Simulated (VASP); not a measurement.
# Al16H2O in VASP: further runs

The runs below take Al16H2O through single point, with PBE+D3(BJ).

Program: VASP 6.6.1. These are calculated values, not measurements. Logs are shortened: lines on timing, memory, paths and dates and some standing lists are left out, and cuts for length are marked.

## (1) The cell of the first run

The cell holds a slab with vacuum, 19 atoms: a = 5.728 Å, b = 5.728 Å, c = 19.075 Å, α = 90.00°, β = 90.00°, γ = 90.00°.

## (2) Single point, PBE+D3(BJ)

Contents of INCAR:

```
PREC = Accurate
ENCUT = 520
EDIFF = 1E-6
ISMEAR = -1
SIGMA = 0.15
LREAL = Auto
LASPH = T
NELM = 60
ALGO = Normal
ISIF = 2
LWAVE = F
LCHARG = F
GGA = PE
IVDW = 12
NBANDS = 43
```

Contents of KPOINTS:

```
Automatic mesh
0
Gamma
  3 3 1
```

Contents of POSCAR:

```
Al16H2O
1.0
    5.7275650000      0.0000000000      0.0000000000
    0.0000000000      5.7275650000      0.0000000000
    0.0000000000      0.0000000000     19.0750000000
Al O H
16 1 2
Direct
    0.2499999564      0.2499999564      0.0524245872
    0.7500000436      0.2499999564      0.0524245872
    0.2499999564      0.7500000436      0.0524245872
    0.7500000436      0.7500000436      0.0524245872
   -0.0003023973      0.0004968953      0.1554368021
    0.4995691887      0.0009588717      0.1553410747
   -0.0003608863      0.5002506301      0.1555140760
    0.4994452267      0.4996502004      0.1554225950
    0.2491585866      0.2506702237      0.2630096461
    0.7480704278      0.2506037033      0.2628124246
    0.2489761356      0.7510849724      0.2622862385
    0.7486760953      0.7511705236      0.2620409961
   -0.0020780209     -0.0020226746      0.3659072084
    0.4992463639      0.0015531906      0.3654783748
   -0.0015278744      0.5038790481      0.3650195544
    0.4996077740      0.5008264420      0.3653773001
    1.1144233195      0.2424478814      0.5178347575
    1.2567562306      0.2727668739      0.4911509830
    1.0808144473      0.3910618212      0.5402753342
```

Potentials or basis: VASP PAW PBE potentials, release 64 (Al, O, H).

Started as:

```
> cat potpaw_PBE.64/Al/POTCAR potpaw_PBE.64/O/POTCAR potpaw_PBE.64/H/POTCAR > POTCAR
> mpirun -np 1 vasp_std > vasp.out
```

OUTCAR:

```text
PREC = Accurate
   ENCUT = 520
   EDIFF = 1E-6
   ISMEAR = -1
   LREAL = Auto
   LASPH = T
   NELM = 60
   ISIF = 2
   GGA = PE
   IVDW = 12
 IVDW          = 12

 ion  position               nearest neighbor table
   1  0.250  0.250  0.052-   6 2.82   8 2.82   5 2.82   7 2.82   2 2.86   3 2.86   2 2.86   3 2.86

   2  0.750  0.250  0.052-   6 2.82   5 2.82   8 2.82   7 2.82   1 2.86   4 2.86   4 2.86   1 2.86

   3  0.250  0.750  0.052-   8 2.82   6 2.82   7 2.82   5 2.82   1 2.86   4 2.86   4 2.86   1 2.86
[... 23 lines left out ...]
  15  0.998  0.504  0.365-  11 2.81  12 2.81   9 2.82  10 2.82  13 2.83  16 2.86  16 2.87  13 2.90

  16  0.500  0.501  0.365-  10 2.81   9 2.81  12 2.82  11 2.83  15 2.86  14 2.86  14 2.87  15 2.87

  17  0.114  0.242  0.518-  19 0.97  18 0.98
  18  0.257  0.273  0.491-  17 0.98
  19  0.081  0.391  0.540-  17 0.97

  LATTYP: Found a simple tetragonal cell.
 ALAT       =     5.7275650000
 C/A-ratio  =     3.3303856002

  Lattice vectors:

 A1 = (   5.7275650000,   0.0000000000,   0.0000000000)
 A2 = (   0.0000000000,   5.7275650000,   0.0000000000)
 A3 = (   0.0000000000,   0.0000000000,  19.0750000000)

Analysis of symmetry for initial positions (statically):
=====================================================================
 Subroutine PRICEL returns:
 Original cell was already a primitive cell.

 Routine SETGRP: Setting up the symmetry group for a
 simple tetragonal supercell.

 Subroutine GETGRP returns: Found  1 space group operations
 (whereof  1 operations were pure point group operations)
 out of a pool of 16 trial point group operations.

The static configuration has the point symmetry C_1 .

Analysis of symmetry for dynamics (positions and initial velocities):
=====================================================================
 Subroutine PRICEL returns:
 Original cell was already a primitive cell.

 Routine SETGRP: Setting up the symmetry group for a
 simple tetragonal supercell.

 Subroutine GETGRP returns: Found  1 space group operations
 (whereof  1 operations were pure point group operations)
 out of a pool of 16 trial point group operations.

The dynamic configuration has the point symmetry C_1 .

 Subroutine INISYM returns: Found  1 space group operations
 (whereof  1 operations are pure point group operations),
 and found     1 'primitive' translations

----------------------------------------------------------------------------------------

                                     Primitive cell

  volume of cell :     625.7554

  direct lattice vectors                    reciprocal lattice vectors
     5.727565000  0.000000000  0.000000000     0.174594265  0.000000000  0.000000000
     0.000000000  5.727565000  0.000000000     0.000000000  0.174594265  0.000000000
     0.000000000  0.000000000 19.075000000     0.000000000  0.000000000  0.052424640

  length of vectors
     5.727565000  5.727565000 19.075000000     0.174594265  0.174594265  0.052424640

  position of ions in fractional coordinates (direct lattice)
     0.249999956  0.249999956  0.052424587
     0.750000044  0.249999956  0.052424587
     0.249999956  0.750000044  0.052424587
     0.750000044  0.750000044  0.052424587
     0.999697603  0.000496895  0.155436802
     0.499569189  0.000958872  0.155341075
[... 11 lines left out ...]
     0.256756231  0.272766874  0.491150983
     0.080814447  0.391061821  0.540275334

  ion indices of the primitive-cell ions
   primitive index   ion index
                 1           1
                 2           2
                 3           3
                 4           4
                 5           5
                 6           6
[... 11 lines left out ...]
                18          18
                19          19

----------------------------------------------------------------------------------------

 KPOINTS: Automatic mesh

Automatic generation of k-mesh.
 Grid dimensions read from file:
 generate k-points for:    3    3    1

 Generating k-lattice:

  Cartesian coordinates                     Fractional coordinates (reciprocal lattice)
     0.058198088  0.000000000  0.000000000     0.333333333  0.000000000  0.000000000
     0.000000000  0.058198088  0.000000000     0.000000000  0.333333333  0.000000000
     0.000000000  0.000000000  0.052424640     0.000000000  0.000000000  1.000000000

  Length of vectors
     0.058198088  0.058198088  0.052424640

  Shift w.r.t. Gamma in fractional coordinates (k-lattice)
     0.000000000  0.000000000  0.000000000

 Subroutine IBZKPT returns following result:
 ===========================================

 Found      5 irreducible k-points:

 Following reciprocal coordinates:
            Coordinates               Weight
  0.000000  0.000000  0.000000      1.000000
  0.333333  0.000000  0.000000      2.000000
  0.000000  0.333333  0.000000      2.000000
  0.333333  0.333333  0.000000      2.000000
 -0.333333  0.333333  0.000000      2.000000
   k-points           NKPTS =      5   k-points in BZ     NKDIM =      5   number of bands    NBANDS=     43
   number of dos      NEDOS =    301   number of ions     NIONS =     19
   total plane-waves  NPLWV = 331776
   dimension x,y,z NGX =    48 NGY =   48 NGZ =  144
   dimension x,y,z NGXF=    96 NGYF=   96 NGZF=  288
   ions per type =              16   1   2
   NGX,Y,Z   is equivalent  to a cutoff of  13.93, 13.93, 12.55 a.u.
   NGXF,Y,Z  is equivalent  to a cutoff of  27.86, 27.86, 25.10 a.u.
 SYSTEM =  unknown system
   PREC   = accura    normal or accurate (medium, high low for compatibility)
   ISTART =      0    job   : 0-new  1-cont  2-samecut
   ICHARG =      2    charge: 1-file 2-atom 10-const
   ISPIN  =      1    spin polarized calculation?
   LNONCOLLINEAR =      F non collinear calculations
   LSORBIT =      F    spin-orbit coupling
   LASPH  =      T    aspherical Exc in radial PAW
   ENCUT  =  520.0 eV  38.22 Ry    6.18 a.u.  10.65 10.65 35.47*2*pi/ulx,y,z
   NELM   =     60;   NELMIN=  2; NELMDL= -5     # of ELM steps
   EDIFF  = 0.1E-05   stopping-criterion for ELM
   LREAL  =      T    real-space projection
   EDIFFG = 0.1E-04   stopping-criterion for IOM
   NSW    =      0    number of steps for IOM
   IBRION =     -1    ionic relax: 0-MD 1-quasi-New 2-CG
   NFREE  =      0    steps in history (QN), initial steepest desc. (CG)
   ISIF   =      2    stress and relaxation
   ISYM   =      2    0-nonsym 1-usesym 2-fastsym
   POTIM  = 0.5000    time-step for ionic-motion
   TEBEG  =    0.0;   TEEND  =   0.0 temperature during run
   PSTRESS=    0.0 pullay stress
   NELECT =      56.0000    total number of electrons
   NUPDOWN=      -1.0000    fix difference up-down
   EMIN   =  10.00;   EMAX   =-10.00  energy-range for DOS
   EFERMI =   0.00;   METHOD = LEGACY
   ISMEAR =    -1;   SIGMA  =   0.15  broadening in eV -4-tet -1-fermi 0-gaus
   EFERMI_NEDOS =   21; number of points for ismear=-14 and -15
   IALGO  =     38    algorithm
   IMIX   =      4    mixing-type and parameters
     AMIX     =   0.40;   BMIX     =  1.00
     AMIX_MAG =   1.60;   BMIX_MAG =  1.00
  volume/ion in A,a.u.               =      32.93       222.25
  Fermi-wavevector in a.u.,A,eV,Ry     =   0.732267  1.383783  7.295642  0.536215
  Thomas-Fermi vector in A             =   1.824688
   LORBIT       =      0    0 simple, 1 ext, 2 COOP (PROOUT), +10 PAW based schemes
   GGA     = PE    functional components
   LHFCALC =     F    Hartree Fock is set to
   AEXX    =    0.0000 exact exchange contribution
   IVDW    =    12    specifies the selected vdW correction
   LEPSILON=     F    determine dielectric tensor
   LRPA    =     F    only Hartree local field effects (RPA)
 non-spin polarized calculation
  energy-cutoff  :      520.00
  volume of cell :      625.76
 maximum number of plane-waves:     16899
 NGX is ok and might be reduce to    42
   NGX = 21   NGY = 21   NGZ = 71

 number of electron      56.0000001 magnetization

 Free energy of the ion-electron system (eV)
  ---------------------------------------------------
  ext. energy  EPLUGINS =         0.00000000
  ---------------------------------------------------
  free energy    TOTEN  =       -70.89337966 eV

  energy without entropy =      -70.41419151  energy(sigma->0) =      -70.65378559

 E-fermi :   1.2168     XC(G=0):  -5.6593

 val. band max:        1.1767714599   @ k =   0.0000   0.0000   0.0000
 cond. band min:       1.2245150644   @ k =   0.0000   0.0000   0.0000
 fundamental gap:      0.0477436045
 Fermi energy:         1.2168468214

 k-point     1 :       0.0000    0.0000    0.0000
  band No.  band energies     occupation
      1     -20.1708      2.00000
      2      -9.5484      2.00000
      3      -8.2116      2.00000
      4      -7.9162      2.00000
      5      -5.9203      2.00000
      6      -5.1323      2.00000
[... 32 lines left out ...]
     39       3.4929      0.00000
     40       3.5692      0.00000

 k-point     2 :       0.3333    0.0000    0.0000
  band No.  band energies     occupation
      1     -20.1706      2.00000
      2      -9.0497      2.00000
      3      -7.9618      2.00000
      4      -7.6766      2.00000
      5      -7.5586      2.00000
      6      -6.2202      2.00000
[... 32 lines left out ...]
     39       3.9449      0.00000
     40       3.9511      0.00000

 k-point     3 :       0.0000    0.3333    0.0000
  band No.  band energies     occupation
      1     -20.1706      2.00000
      2      -9.0496      2.00000
      3      -7.9592      2.00000
      4      -7.6773      2.00000
      5      -7.5586      2.00000
      6      -6.2205      2.00000
[... 32 lines left out ...]
     39       3.9449      0.00000
     40       3.9526      0.00000

 k-point     4 :       0.3333    0.3333    0.0000
  band No.  band energies     occupation
      1     -20.1704      2.00000
      2      -8.5529      2.00000
      3      -7.9473      2.00000
      4      -7.1978      2.00000
      5      -7.0737      2.00000
      6      -7.0629      2.00000
[... 32 lines left out ...]
     39       4.1029      0.00000
     40       4.4006      0.00000

 k-point     5 :      -0.3333    0.3333    0.0000
  band No.  band energies     occupation
      1     -20.1704      2.00000
      2      -8.5532      2.00000
      3      -7.9472      2.00000
      4      -7.1960      2.00000
      5      -7.0756      2.00000
      6      -7.0620      2.00000
[... 32 lines left out ...]
     39       4.1039      0.00000
     40       4.3968      0.00000
 [bands above 40 left out]

------------------------ aborting loop because EDIFF is reached ----------------------------------------

 Edisp (eV)   -3.99636

 E8    (eV) :    -1.8343

  FORCE on cell =-STRESS in cart. coord.  units (eV):
  Direction    XX          YY          ZZ          XY          YZ          ZX
  --------------------------------------------------------------------------------------
  -------------------------------------------------------------------------------------
  Total      -8.68092    -8.72258    -0.12615    -0.03893     0.01190    -0.06024
  in kB     -22.22653   -22.33319    -0.32300    -0.09968     0.03047    -0.15424
  external pressure =      -14.96 kB  Pullay stress =        0.00 kB

 VOLUME and BASIS-vectors are now :
 -----------------------------------------------------------------------------
  energy-cutoff  :      520.00
  volume of cell :      625.76
      direct lattice vectors                 reciprocal lattice vectors
     5.727565000  0.000000000  0.000000000     0.174594265  0.000000000  0.000000000
     0.000000000  5.727565000  0.000000000     0.000000000  0.174594265  0.000000000
     0.000000000  0.000000000 19.075000000     0.000000000  0.000000000  0.052424640

 POSITION                                       TOTAL-FORCE (eV/Angst)
 -----------------------------------------------------------------------------------
      1.43189      1.43189      1.00000        -0.022728      0.002501     -0.006723
      4.29567      1.43189      1.00000         0.019080      0.002353     -0.004304
      1.43189      4.29567      1.00000        -0.010385      0.003379      0.011264
      4.29567      4.29567      1.00000         0.006449      0.003391      0.011904
      5.72583      0.00285      2.96496        -0.000237     -0.000276      0.001716
      2.86132      0.00549      2.96313         0.000376     -0.001269      0.001154
[... 11 lines left out ...]
      1.47059      1.56229      9.36871         0.096240     -0.030771     -0.078964
      0.46287      2.23983     10.30575        -0.070458      0.082276      0.074540
 -----------------------------------------------------------------------------------
    total drift:                                0.017617     -0.021294      0.003674

  FREE ENERGIE OF THE ION-ELECTRON SYSTEM (eV)
  ---------------------------------------------------
  free  energy   TOTEN  =       -74.8897370229 eV

  energy  without entropy=      -74.4105488709  energy(sigma->0) =      -74.65014295
```

It took 5 min on 1 thread of Intel Xeon 6975P-C, shared host; peak memory 0.68 GiB.

Results:

| Quantity | Value |
| --- | --- |
| Free energy | -74.8897 eV |
| Largest force | 0.131 eV/Å |
| Band gap on the k mesh | 0.05 eV, direct |
| Dispersion energy per atom | -0.210 eV |

Forces on the atoms (eV/Å):
```
Al  -0.023  0.003 -0.007
Al   0.019  0.002 -0.004
Al  -0.010  0.003  0.011
Al   0.006  0.003  0.012
Al   0.000  0.000  0.002
Al   0.000 -0.001  0.001
Al   0.001  0.000  0.001
Al   0.001  0.002  0.002
Al  -0.001  0.000 -0.004
Al   0.001  0.000 -0.003
Al   0.001 -0.001 -0.003
Al   0.001 -0.001 -0.001
Al   0.003  0.004  0.002
Al   0.003 -0.004 -0.001
Al   0.000 -0.002 -0.002
Al   0.001 -0.003 -0.001
O   -0.029 -0.056  0.000
H    0.096 -0.031 -0.079
H   -0.070  0.082  0.075
```

[end of part 1 of 2]
